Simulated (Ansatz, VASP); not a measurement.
**ZnSe: VASP beside Ansatz**

```
Zn Se
1.0
     2.81662    2.81662    0.00000
    -2.81662    2.81662    0.00000
     0.00000    0.00000    5.63325
Zn Se
2 2
Direct
  0.00000 0.00000 0.00000
  0.50000 0.50000 0.50000
  0.50000 0.00000 0.25000
  0.00000 0.50000 0.75000
```

Alike in both runs: task single point; functional PBEsol; k mesh 8 × 8 × 6; occupations gaussian, width 0.02 eV; no spin polarisation.

|  | VASP | Ansatz |
| --- | --- | --- |
| version | VASP 6.6.1 | Ansatz 0.2.0 |
| potentials or method | VASP PAW PBE potentials, release 64 (Zn, Se), cutoff 520 eV | scalar-relativistic, plane waves, PAW |
| valence electrons in the cell | 36 | 56 |

|  | VASP | Ansatz | Ansatz less VASP |
| --- | --- | --- | --- |
| gap on the k mesh at the Fermi level (eV) | 1.24 | 1.24 | -0.004 |
| least direct gap on the mesh (eV) | 1.24 | 1.24 | -0.004 |
| pressure (GPa) | 0.3 | 0.0 | -0.28 |

VASP's potentials were made for PBE, not for PBEsol. VASP's potentials hold 36 valence electrons a cell and Ansatz's 56, so a difference there can come from the potentials and not from the codes.
